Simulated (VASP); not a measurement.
# Si (P6_3/mmc) in VASP: further runs

Si is run at these levels: PBE; tasks: single point, relaxation of shape and atoms at fixed volume.

All numbers are computed with VASP 6.6.1; they aren't measurements. Logs are shortened: lines on timing, memory, paths and dates and some standing lists are left out, and cuts for length are marked.

## (1) The cell of the first run

It takes space group P6_3/mmc (No. 194, hexagonal). The conventional cell has a = 3.851 Å, b = 3.851 Å, c = 6.365 Å, α = 90.00°, β = 90.00°, γ = 120.00°. Si (site symmetry 3m) has 4 Si at 2.36 to 2.38 Å within 3.1 Å.

This isn't the form of Si at room conditions, which is diamond.

## (2) Single point, PBE

INCAR reads:

```
SYSTEM = Si
  PREC = Accurate
  ENCUT = 520
  EDIFF = 1E-7
  ISMEAR = 0
  SIGMA = 0.02
  LREAL = Auto
  LASPH = .TRUE.
  NELM = 100
  ALGO = Normal
  ISIF = 2
  LWAVE = .FALSE.
  LCHARG = .FALSE.
  GGA = PE
  NBANDS = 186
```

KPOINTS reads:

```
Automatic mesh
0
G
  1 1 1
  0 0 0
```

POSCAR reads:

```
Si
1.0
    5.7769209523    -10.0059206006      0.0000000000
  -11.5538419045     -0.0000000001      0.0000000000
    0.0000000000      0.0000000000    -12.7300454549
Si
72
Direct
    0.4444444444      0.5555555556      0.4685345299
    0.4444444444      0.5555555556      0.9685345299
    0.1111111111      0.5555555556      0.4685345299
    0.1111111111      0.5555555556      0.9685345299
    0.7777777778      0.5555555556      0.4685345299
    0.7777777778      0.5555555556      0.9685345299
    0.4444444444      0.2222222222      0.4685345299
    0.4444444444      0.2222222222      0.9685345299
    0.1111111111      0.2222222222      0.4685345299
    0.1111111111      0.2222222222      0.9685345299
    0.7777777778      0.2222222222      0.4685345299
    0.7777777778      0.2222222222      0.9685345299
    0.4444444444      0.8888888889      0.4685345299
    0.4444444444      0.8888888889      0.9685345299
    0.1111111111      0.8888888889      0.4685345299
    0.1111111111      0.8888888889      0.9685345299
    0.7777777778      0.8888888889      0.4685345299
    0.7777777778      0.8888888889      0.9685345299
    0.5555555556      0.4444444444      0.2185345299
    0.5555555556      0.4444444444      0.7185345299
    0.2222222222      0.4444444444      0.2185345299
    0.2222222222      0.4444444444      0.7185345299
    0.8888888889      0.4444444444      0.2185345299
    0.8888888889      0.4444444444      0.7185345299
    0.5555555556      0.1111111111      0.2185345299
    0.5555555556      0.1111111111      0.7185345299
    0.2222222222      0.1111111111      0.2185345299
    0.2222222222      0.1111111111      0.7185345299
    0.8888888889      0.1111111111      0.2185345299
    0.8888888889      0.1111111111      0.7185345299
    0.5555555556      0.7777777778      0.2185345299
    0.5555555556      0.7777777778      0.7185345299
    0.2222222222      0.7777777778      0.2185345299
    0.2222222222      0.7777777778      0.7185345299
    0.8888888889      0.7777777778      0.2185345299
    0.8888888889      0.7777777778      0.7185345299
    0.4444444444      0.5555555556      0.2814654701
    0.4444444444      0.5555555556      0.7814654701
    0.1111111111      0.5555555556      0.2814654701
    0.1111111111      0.5555555556      0.7814654701
    0.7777777778      0.5555555556      0.2814654701
    0.7777777778      0.5555555556      0.7814654701
    0.4444444444      0.2222222222      0.2814654701
    0.4444444444      0.2222222222      0.7814654701
    0.1111111111      0.2222222222      0.2814654701
    0.1111111111      0.2222222222      0.7814654701
    0.7777777778      0.2222222222      0.2814654701
    0.7777777778      0.2222222222      0.7814654701
    0.4444444444      0.8888888889      0.2814654701
    0.4444444444      0.8888888889      0.7814654701
    0.1111111111      0.8888888889      0.2814654701
    0.1111111111      0.8888888889      0.7814654701
    0.7777777778      0.8888888889      0.2814654701
    0.7777777778      0.8888888889      0.7814654701
    0.5555555556      0.4444444444      0.0314654701
    0.5555555556      0.4444444444      0.5314654701
    0.2222222222      0.4444444444      0.0314654701
    0.2222222222      0.4444444444      0.5314654701
    0.8888888889      0.4444444444      0.0314654701
    0.8888888889      0.4444444444      0.5314654701
    0.5555555556      0.1111111111      0.0314654701
    0.5555555556      0.1111111111      0.5314654701
    0.2222222222      0.1111111111      0.0314654701
    0.2222222222      0.1111111111      0.5314654701
    0.8888888889      0.1111111111      0.0314654701
    0.8888888889      0.1111111111      0.5314654701
    0.5555555556      0.7777777778      0.0314654701
    0.5555555556      0.7777777778      0.5314654701
    0.2222222222      0.7777777778      0.0314654701
    0.2222222222      0.7777777778      0.5314654701
    0.8888888889      0.7777777778      0.0314654701
    0.8888888889      0.7777777778      0.5314654701
```

Potentials or basis: VASP PAW PBE potentials, release 64 (Si).

On the command line:

```
$ cat potpaw_PBE.64/Si/POTCAR > POTCAR
$ mpirun -np 1 vasp_gam > vasp.out
```

OUTCAR:

```text
SYSTEM = Si
   PREC = Accurate
   ENCUT = 520
   EDIFF = 1E-7
   ISMEAR = 0
   LREAL = Auto
   LASPH = .TRUE.
   NELM = 100
   ISIF = 2
   GGA = PE

 ion  position               nearest neighbor table
   1  0.444  0.556  0.469-  68 2.36  58 2.36  56 2.36  37 2.38
   2  0.444  0.556  0.969-  67 2.36  57 2.36  55 2.36  38 2.38
   3  0.111  0.556  0.469-  70 2.36  60 2.36  58 2.36  39 2.38
   4  0.111  0.556  0.969-  69 2.36  59 2.36  57 2.36  40 2.38
   5  0.778  0.556  0.469-  72 2.36  56 2.36  60 2.36  41 2.38
   6  0.778  0.556  0.969-  71 2.36  55 2.36  59 2.36  42 2.38
[... 73 lines left out ...]
 A1 = (   5.7769209523, -10.0059206006,   0.0000000000)
 A2 = ( -11.5538419045,  -0.0000000001,   0.0000000000)
 A3 = (   0.0000000000,   0.0000000000, -12.7300454549)

Analysis of symmetry for initial positions (statically):
=====================================================================
 Subroutine PRICEL returns following result:

  LATTYP: Found a hexagonal cell.
 ALAT       =     3.8512806345
 C/A-ratio  =     1.6527029141

  Lattice vectors:

 A1 = (   1.9256403172,  -3.3353068665,   0.0000000000)
 A2 = (  -3.8512806344,  -0.0000000000,   0.0000000000)
 A3 = (   0.0000000000,   0.0000000000,  -6.3650227275)

  18 primitive cells build up your supercell.

 Routine SETGRP: Setting up the symmetry group for a
 hexagonal supercell.

 Subroutine GETGRP returns: Found 24 space group operations
 (whereof 12 operations were pure point group operations)
 out of a pool of 24 trial point group operations.

The static configuration has the point symmetry D_3d.
 The point group associated with its full space group is D_6h.

Analysis of symmetry for dynamics (positions and initial velocities):
=====================================================================
 Subroutine PRICEL returns following result:

  LATTYP: Found a hexagonal cell.
 ALAT       =     3.8512806345
 C/A-ratio  =     1.6527029141

  Lattice vectors:

 A1 = (   1.9256403172,  -3.3353068665,   0.0000000000)
 A2 = (  -3.8512806344,  -0.0000000000,   0.0000000000)
 A3 = (   0.0000000000,   0.0000000000,  -6.3650227275)

  18 primitive cells build up your supercell.

 Routine SETGRP: Setting up the symmetry group for a
 hexagonal supercell.

 Subroutine GETGRP returns: Found 24 space group operations
 (whereof 12 operations were pure point group operations)
 out of a pool of 24 trial point group operations.

The dynamic configuration has the point symmetry D_3d.
 The point group associated with its full space group is D_6h.

[... 85 lines left out ...]
   ISYM   =      2    0-nonsym 1-usesym 2-fastsym
   POTIM  = 0.5000    time-step for ionic-motion
   TEBEG  =    0.0;   TEEND  =   0.0 temperature during run
   PSTRESS=    0.0 pullay stress
   NELECT =     288.0000    total number of electrons
   NUPDOWN=      -1.0000    fix difference up-down
   EMIN   =  10.00;   EMAX   =-10.00  energy-range for DOS
   EFERMI =   0.00;   METHOD = LEGACY
   ISMEAR =     0;   SIGMA  =   0.02  broadening in eV -4-tet -1-fermi 0-gaus
   EFERMI_NEDOS =   21; number of points for ismear=-14 and -15
   IALGO  =     38    algorithm
   IMIX   =      4    mixing-type and parameters
     AMIX     =   0.40;   BMIX     =  1.00
     AMIX_MAG =   1.60;   BMIX_MAG =  1.00
  volume/ion in A,a.u.               =      20.44       137.94
  Fermi-wavevector in a.u.,A,eV,Ry     =   0.950461  1.796112 12.291190  0.903377
  Thomas-Fermi vector in A             =   2.078840
   LORBIT       =      0    0 simple, 1 ext, 2 COOP (PROOUT), +10 PAW based schemes
   GGA     = PE    functional components
   LHFCALC =     F    Hartree Fock is set to
   AEXX    =    0.0000 exact exchange contribution
   IVDW    =     0    specifies the selected vdW correction
   LEPSILON=     F    determine dielectric tensor
   LRPA    =     F    only Hartree local field effects (RPA)
 non-spin polarized calculation
 Gauss-broadening in eV      SIGMA  =   0.02
  energy-cutoff  :      520.00
  volume of cell :     1471.68
 maximum number of plane-waves:     19764
 NGX is ok and might be reduce to    90
   NGX = 43   NGY = 43   NGZ = 47

 number of electron     288.0000019 magnetization

 Free energy of the ion-electron system (eV)
  ---------------------------------------------------
  ext. energy  EPLUGINS =         0.00000000
  ---------------------------------------------------
  free energy    TOTEN  =      -378.67254358 eV

  energy without entropy =     -378.67254358  energy(sigma->0) =     -378.67254358

 E-fermi :   6.0273     XC(G=0):  -9.2891

 val. band max:        5.9230297336   @ k =   0.0000   0.0000   0.0000
 cond. band min:       6.6584878603   @ k =   0.0000   0.0000   0.0000
 fundamental gap:      0.7354581267
 Fermi energy:         6.0272649053

 k-point     1 :       0.0000    0.0000    0.0000
  band No.  band energies     occupation
      1      -6.1664      2.00000
      2      -5.3884      2.00000
      3      -5.3884      2.00000
      4      -4.9440      2.00000
      5      -4.9440      2.00000
      6      -4.9440      2.00000
[... 148 lines left out ...]
    155       7.0742      0.00000
    156       7.0742      0.00000
 [bands above 156 left out]

------------------------ aborting loop because EDIFF is reached ----------------------------------------

  FORCE on cell =-STRESS in cart. coord.  units (eV):
  Direction    XX          YY          ZZ          XY          YZ          ZX
  --------------------------------------------------------------------------------------
  -------------------------------------------------------------------------------------
  Total       18.5329736     18.5329736     -8.1781089      0.0000000     -0.0000000      0.0000000
  in kB       20.1763342     20.1763342     -8.9032803      0.0000000     -0.0000000      0.0000000
  external PRESSURE =      10.4831294 kB  Pullay stress =       0.0000000 kB

 VOLUME and BASIS-vectors are now :
 -----------------------------------------------------------------------------
  energy-cutoff  :      520.00
  volume of cell :     1471.68
      direct lattice vectors                 reciprocal lattice vectors
     5.776920952-10.005920601  0.000000000     0.000000000 -0.099940829  0.000000000
   -11.553841905 -0.000000000  0.000000000    -0.086551297 -0.049970415  0.000000000
     0.000000000  0.000000000-12.730045455     0.000000000  0.000000000 -0.078554315

 POSITION                                       TOTAL-FORCE (eV/Angst)
 -----------------------------------------------------------------------------------
     -3.85128     -4.44708     -5.96447        -0.000000      0.000000     -0.096411
     -3.85128     -4.44708    -12.32949        -0.000000      0.000000     -0.096411
     -5.77692     -1.11177     -5.96447        -0.000000     -0.000000     -0.096411
     -5.77692     -1.11177    -12.32949        -0.000000      0.000000     -0.096411
     -1.92564     -7.78238     -5.96447        -0.000000      0.000000     -0.096411
     -1.92564     -7.78238    -12.32949        -0.000000      0.000000     -0.096411
[... 64 lines left out ...]
     -3.85128     -8.89415     -0.40056         0.000000     -0.000000      0.096411
     -3.85128     -8.89415     -6.76558         0.000000     -0.000000      0.096411
 -----------------------------------------------------------------------------------
    total drift:                                0.000000      0.000000      0.000000

  FREE ENERGIE OF THE ION-ELECTRON SYSTEM (eV)
  ---------------------------------------------------
  free  energy   TOTEN  =      -378.6725435761 eV

  energy  without entropy=     -378.6725435761  energy(sigma->0) =     -378.67254358
```

Run time: 9 min. Hardware: 1 thread of Intel Xeon Platinum 8375C at 2.90GHz (Ice Lake), shared host; peak memory 1.3 GiB.

Results:

```
Free energy            : -378.6725 eV
Pressure               : 1.0 GPa
Largest force          : 0.096 eV/Å
Band gap on the k mesh : 0.74 eV
```

Forces in eV/Å, atoms in the order of the input:
```
Si   0.000  0.000 -0.096
Si   0.000  0.000 -0.096
Si   0.000  0.000 -0.096
Si   0.000  0.000 -0.096
Si   0.000  0.000 -0.096
Si   0.000  0.000 -0.096
Si   0.000  0.000 -0.096
Si   0.000  0.000 -0.096
Si   0.000  0.000 -0.096
Si   0.000  0.000 -0.096
Si   0.000  0.000 -0.096
Si   0.000  0.000 -0.096
Si   0.000  0.000 -0.096
Si   0.000  0.000 -0.096
Si   0.000  0.000 -0.096
Si   0.000  0.000 -0.096
Si   0.000  0.000 -0.096
Si   0.000  0.000 -0.096
Si   0.000  0.000 -0.096
Si   0.000  0.000 -0.096
Si   0.000  0.000 -0.096
Si   0.000  0.000 -0.096
Si   0.000  0.000 -0.096
Si   0.000  0.000 -0.096
Si   0.000  0.000 -0.096
Si   0.000  0.000 -0.096
Si   0.000  0.000 -0.096
Si   0.000  0.000 -0.096
Si   0.000  0.000 -0.096
Si   0.000  0.000 -0.096
Si   0.000  0.000 -0.096
Si   0.000  0.000 -0.096
Si   0.000  0.000 -0.096
Si   0.000  0.000 -0.096
Si   0.000  0.000 -0.096
Si   0.000  0.000 -0.096
Si   0.000  0.000  0.096
Si   0.000  0.000  0.096
Si   0.000  0.000  0.096
Si   0.000  0.000  0.096
Si   0.000  0.000  0.096
Si   0.000  0.000  0.096
Si   0.000  0.000  0.096
Si   0.000  0.000  0.096
Si   0.000  0.000  0.096
Si   0.000  0.000  0.096
Si   0.000  0.000  0.096
Si   0.000  0.000  0.096
Si   0.000  0.000  0.096
Si   0.000  0.000  0.096
Si   0.000  0.000  0.096
Si   0.000  0.000  0.096
Si   0.000  0.000  0.096
Si   0.000  0.000  0.096
Si   0.000  0.000  0.096
Si   0.000  0.000  0.096
Si   0.000  0.000  0.096
Si   0.000  0.000  0.096
Si   0.000  0.000  0.096
Si   0.000  0.000  0.096
Si   0.000  0.000  0.096
Si   0.000  0.000  0.096
Si   0.000  0.000  0.096
Si   0.000  0.000  0.096
Si   0.000  0.000  0.096
Si   0.000  0.000  0.096
Si   0.000  0.000  0.096
Si   0.000  0.000  0.096
Si   0.000  0.000  0.096
Si   0.000  0.000  0.096
Si   0.000  0.000  0.096
Si   0.000  0.000  0.096
```

Caveat: the k points lie up to 0.63 Å⁻¹ apart; semilocal functionals underestimate gaps, and a narrow one can read as zero.

(Continued in part 2 of 2.)
